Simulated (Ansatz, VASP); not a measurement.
## Two plane-wave programs on Eu

```
Eu
1.0
     0.00000    2.73236    2.73236
     2.73236    0.00000    2.73236
     2.73236    2.73236    0.00000
Eu
1
Cartesian
  0.0000 0.0000 0.0000
```

Alike in both runs: task single point; functional PBE; k mesh 8 × 8 × 8; occupations fermi-dirac, width 0.05 eV; collinear spin.

|  | VASP | Ansatz |
| --- | --- | --- |
| version | VASP 6.6.1 | Ansatz 0.2.0 |
| potentials or method | VASP PAW PBE potentials, release 64 (Eu) | Ansatz PAW |
| plane-wave cutoff (eV) | 520 | 420 |
| valence electrons in the cell | 17 | 17 |

Ansatz gave:

* gap on the k mesh at the Fermi level (eV): none
* pressure (GPa): 0.3
* net moment per atom (μB): 7.52
* size of the moment on the site where the two differ most (μB): 7.18

Problem. Which values does VASP return?

Solution. gap on the k mesh at the Fermi level (eV): none; pressure (GPa): 0.1; net moment per atom (μB): 7.52; size of the moment on the site where the two differ most (μB): 6.73.

Site moments also hang on the region over which each program counts them. A gap of «none» marks a metal or a gap that the smearing closes.

Neither program's run includes spin-orbit coupling.
